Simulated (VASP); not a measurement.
Write the native input for VASP 6.6.1 that does the following.

| Item | Value |
| --- | --- |
| Task | single point |
| Functional | PBE |
| Potentials or basis | VASP PAW PBE potentials, release 64 (Hf_pv, N) |
| Cutoff | 600 eV |
| k mesh | 11 × 11 × 11 |
| Occupations | methfessel-paxton, width 0.15 eV |
| Spin | no spin polarisation |
| Dipole correction | no |
| Further INCAR settings | ALGO = Normal; EDIFF = 1e-06; NBANDS = 14 |

The structure of HfN lies in POSCAR:

```
HfN
1.0
    0.0000000000      2.2738262390      2.2738262390
    2.2738262390      0.0000000000      2.2738262390
    2.2738262390      2.2738262390      0.0000000000
Hf N
1 1
Direct
    0.0000000000      0.0000000000      0.0000000000
    0.5000000000      0.5000000000      0.5000000000
```

One way to write it, as run:

INCAR

```
  ALGO = Normal
  EDIFF = 1E-6
  ENCUT = 600
  GGA = PE
  GGA_COMPAT = False
  ISIF = 2
  ISMEAR = 1
  LASPH = True
  LCHARG = True
  LELF = True
  LREAL = False
  LVHAR = True
  LWAVE = False
  NBANDS = 14
  NELM = 120
  PREC = Accurate
  SIGMA = 0.15
```

KPOINTS

```
k-points
0
Gamma
  11 11 11
```

Potentials or basis: VASP PAW PBE potentials, release 64 (Hf_pv, N).

Launch:

```bash
$ cat potpaw_PBE.64/Hf_pv/POTCAR potpaw_PBE.64/N/POTCAR > POTCAR
$ mpirun -np 1 vasp_std > vasp.out
```

It gave:

* Pressure: -2.4 GPa

Wall time 22 s on 1 thread of Intel(R) Xeon(R) Platinum 8488C (Sapphire Rapids), on a shared host, peak memory 0.17 GiB.
